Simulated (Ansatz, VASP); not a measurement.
## One calculation of Be2Si3, two programs

```
Be Si
1.0
     1.47415    0.85110    8.50496
    -1.47415    0.85110    8.50496
     0.00000   -1.70220    8.50496
Be Si
2 3
Direct
  0.39830 0.39830 0.39830
  0.60170 0.60170 0.60170
  0.00000 0.00000 0.00000
  0.20314 0.20314 0.20314
  0.79686 0.79686 0.79686
```

Alike in both runs: functional PBE; k mesh 6 × 6 × 6; occupations gaussian, width 0.1 eV; no spin polarisation.

Ansatz relaxed the structure, and its values are those at the end. VASP's run is a single point on that final structure, the one shown.

|  | VASP | Ansatz |
| --- | --- | --- |
| version | VASP 6.6.1 | Ansatz 0.2.0 |
| potentials or method | VASP PAW PBE potentials, release 64 (Be, Si), cutoff 520 eV | scalar-relativistic, plane waves, PAW |
| valence electrons in the cell | 16 | 16 |

```tsv
	VASP	Ansatz	Ansatz less VASP
gap on the k mesh at the Fermi level (eV)	none	none	-
pressure (GPa)	0.1	0.1	+0.01
rms of the force components (eV/Å)	0.004	0.001	-0.0027
```

A gap of «none» marks a metal or a gap that the smearing closes.

The k mesh is coarse, so the values compare programs but aren't converged.
